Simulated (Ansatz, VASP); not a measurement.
**NaInSe: VASP beside Ansatz**

```xyz
3
Lattice="4.1533 0.0000 0.0000 0.0000 4.1533 0.0000 0.0000 0.0000 5.5693" Properties=species:S:1:pos:R:3 pbc="T T T"
Na    0.0000    0.0000    2.7846
In    2.0767    2.0767    0.0000
Se    2.0767    2.0767    2.7846
```

Alike in both runs: task relaxation of cell and atoms; functional PBE; k mesh 12 × 12 × 8; occupations gaussian, width 0.1 eV; no spin polarisation.

|  | VASP | Ansatz |
| --- | --- | --- |
| version | VASP 6.6.1 | Ansatz 0.2.0 |
| potentials or method | VASP PAW PBE potentials, release 64 (Na_pv, In_d, Se), cutoff 600 eV | scalar-relativistic, plane waves, PAW |
| valence electrons in the cell | 26 | 38 |

Ansatz gave:

| Item | Value |
| --- | --- |
| gap on the k mesh at the Fermi level, each at its own relaxed structure (eV) | none |
| relaxed volume (Å³/atom) | 31.64 |
| relaxed cell length with the largest relative difference (Å) | 4.139 |

**Question.** What did VASP give for the same quantities?

**Answer.** gap on the k mesh at the Fermi level, each at its own relaxed structure (eV): none; relaxed volume (Å³/atom): 31.71; relaxed cell length with the largest relative difference (Å): 4.144.

A gap of «none» marks a metal or a gap that the smearing closes. VASP's potentials hold 26 valence electrons a cell and Ansatz's 38, so a difference there can come from the potentials and not from the codes.
